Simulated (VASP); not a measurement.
Wanted: the native input for a VASP 6.6.1 run.

* Task: single point
* Functional: PBE
* Potentials or basis: VASP PAW PBE potentials, release 64 (Cd, S)
* Cutoff: 520 eV
* k mesh: 8 × 8 × 8
* Occupations: gaussian, width 0.05 eV
* Spin: no spin polarisation
* Dipole correction: no
* Further INCAR settings: ALGO = Normal; EDIFF = 1e-06; NBANDS = 16

The structure of CdS lies in POSCAR:

```
CdS
1.0
    0.0000000000      2.9165000000      2.9165000000
    2.9165000000      0.0000000000      2.9165000000
    2.9165000000      2.9165000000      0.0000000000
Cd S
1 1
Direct
    0.0000000000      0.0000000000      0.0000000000
    0.2519884917      0.2321360133      0.2388779367
```

One way to write it, as run:

INCAR

```
SYSTEM = CdS
  PREC = Accurate
  ENCUT = 520
  EDIFF = 1E-6
  ISMEAR = 0
  SIGMA = 0.05
  LREAL = .FALSE.
  LASPH = .TRUE.
  NELM = 100
  ALGO = Normal
  ISIF = 2
  LWAVE = .FALSE.
  LCHARG = .FALSE.
  GGA = PE
  NBANDS = 16
```

KPOINTS

```
Automatic mesh
0
G
  8 8 8
  0 0 0
```

Potentials or basis: VASP PAW PBE potentials, release 64 (Cd, S).

Command:

```sh
$ cat potpaw_PBE.64/Cd/POTCAR potpaw_PBE.64/S/POTCAR > POTCAR
$ mpirun -np 1 vasp_std > vasp.out
```

Results of the run:

```json
{"Pressure": "3.5 GPa", "Largest force": "0.601 eV/Å", "Band gap on the k mesh": "1.14 eV"}
```

Caveat: the cell stands under pressure.

Wall time 2.2 min on 1 thread of Intel(R) Xeon(R) Platinum 8375C CPU @ 2.90GHz (Ice Lake) (shared host), peak memory 0.33 GiB.
